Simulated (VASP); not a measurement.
A run of VASP 6.6.1:

Contents of INCAR:

```
PREC = Accurate ; ENCUT = 600
EDIFF = 1E-6 ; ISMEAR = 0
SIGMA = 0.1 ; LREAL = False
LASPH = True ; NELM = 200
ALGO = Normal ; ISIF = 2
LWAVE = False ; LCHARG = False
ISPIN = 2 ; MAGMOM = 0 0.6
LORBIT = 11 ; LMAXMIX = 4
GGA = PS ; NBANDS = 22
NELECT = 22.0 ; ISYM = 0
GGA_COMPAT = False
```

KPOINTS

```
Automatic mesh
0
Gamma
  2 2 2
  0.25 0.25 0.25
```

File POSCAR:

```
TiCo
1.0
    2.9861109900      0.0000000000      0.0000000000
    0.0000000000      2.9861109900      0.0000000000
    0.0000000000      0.0000000000      2.9861109900
Ti Co
1 1
Direct
    0.0000000000      0.0000000000      0.0000000000
    0.5000000000      0.5000000000      0.5000000000
```

Potentials or basis: VASP PAW PBE potentials, release 64 (Ti_sv, Co).

Run with:

```sh
$ cat potpaw_PBE.64/Ti_sv/POTCAR potpaw_PBE.64/Co/POTCAR > POTCAR
$ mpirun -np 1 vasp_std > vasp.out
```

Hardware: 1 thread of Intel(R) Xeon(R) Platinum 8375C CPU @ 2.90GHz (Ice Lake) (shared host).

Problem. Estimate the wall time of this run.

Solution. Wall time 50 s on 1 thread of Intel(R) Xeon(R) Platinum 8375C CPU @ 2.90GHz (Ice Lake), with other jobs on the host, peak memory 0.17 GiB. Counts: scf iterations 16, k points 32.
